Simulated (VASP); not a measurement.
Wanted: the native input for a VASP 6.6.1 run.

```
Task                   : single point
Functional             : PBE
Potentials or basis    : VASP PAW PBE potentials, release 64 (Mg, O)
Cutoff                 : 520 eV
k mesh                 : 15 × 15 × 8
Occupations            : fermi-dirac, width 0.08 eV
Spin                   : no spin polarisation
Dipole correction      : no
Further INCAR settings : ALGO = Normal; EDIFF = 1e-06; NBANDS = 16
```

The structure of MgO (wurtzite type) lies in POSCAR:

```
MgO
1.0
    3.3145816860      0.0000000000      0.0000000000
   -1.6572908430      2.8705119429      0.0000000000
    0.0000000000      0.0000000000      5.1218850426
Mg O
2 2
Direct
    0.3333333333      0.6666666667     -0.0079272877
    0.6666666667      0.3333333333      0.4920727123
    0.3333333333      0.6666666667      0.3839272877
    0.6666666667      0.3333333333      0.8839272877
```

The input as run:

INCAR

```
ALGO = Normal ; EDIFF = 1E-6
ENCUT = 520 ; GGA = PE
ISIF = 2 ; ISMEAR = -1
LASPH = True ; LCHARG = False
LREAL = False ; LWAVE = False
NBANDS = 16 ; NELM = 80
PREC = Accurate ; SIGMA = 0.08
```

KPOINTS

```
k-points
0
Gamma
  15 15 8
```

Potentials or basis: VASP PAW PBE potentials, release 64 (Mg, O).

Command:

```bash
$ cat potpaw_PBE.64/Mg/POTCAR potpaw_PBE.64/O/POTCAR > POTCAR
$ mpirun -np 1 vasp_std > vasp.out
```

It gave:

```yaml
Pressure: -0.4 GPa
Band_gap_on_the_k_mesh: 3.39 eV
```

It took 78 s on 1 thread of AMD EPYC 9R14 (Zen 4) (shared host), peak memory 0.21 GiB.
